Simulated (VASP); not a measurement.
Input of a VASP 6.6.1 run:

INCAR

```
PREC = Accurate
ENCUT = 520
EDIFF = 1E-6
ISMEAR = 0
SIGMA = 0.1
LREAL = False
LASPH = True
NELM = 100
ALGO = Normal
ISIF = 2
LWAVE = False
LCHARG = False
GGA = PS
NBANDS = 55
```

File KPOINTS:

```
Automatic mesh
0
Gamma
  4 4 4
```

The input POSCAR:

```
Nb3O
1.0
    4.8979265529      0.0000000000      0.0000000000
    0.0000000000      4.8979265529      0.0000000000
    0.0000000000      0.0000000000      4.8979265529
Nb O
6 2
Direct
    0.2500000000      0.0000000000      0.5000000000
    0.5000000000      0.7500000000      0.0000000000
    0.7500000000      0.0000000000      0.5000000000
    0.5000000000      0.2500000000      0.0000000000
    0.0000000000      0.5000000000      0.7500000000
    0.0000000000      0.5000000000      0.2500000000
    0.0000000000      0.0000000000      0.0000000000
    0.5000000000      0.5000000000      0.5000000000
```

Potentials or basis: VASP PAW PBE potentials, release 64 (Nb_sv, O).

Run with:

```console
$ cat potpaw_PBE.64/Nb_sv/POTCAR potpaw_PBE.64/O/POTCAR > POTCAR
$ mpirun -np 1 vasp_std > vasp.out
```

**Question.** What does it give for the band gap on the k mesh?

**Answer.** Zero (bands 45 and 46 overlap by 0.48 eV).

**Question.** What does it give for the pressure?

**Answer.** 0.0 GPa.

Caveat: the PAW data sets were made with another functional, which shifts forces and pressure a little.
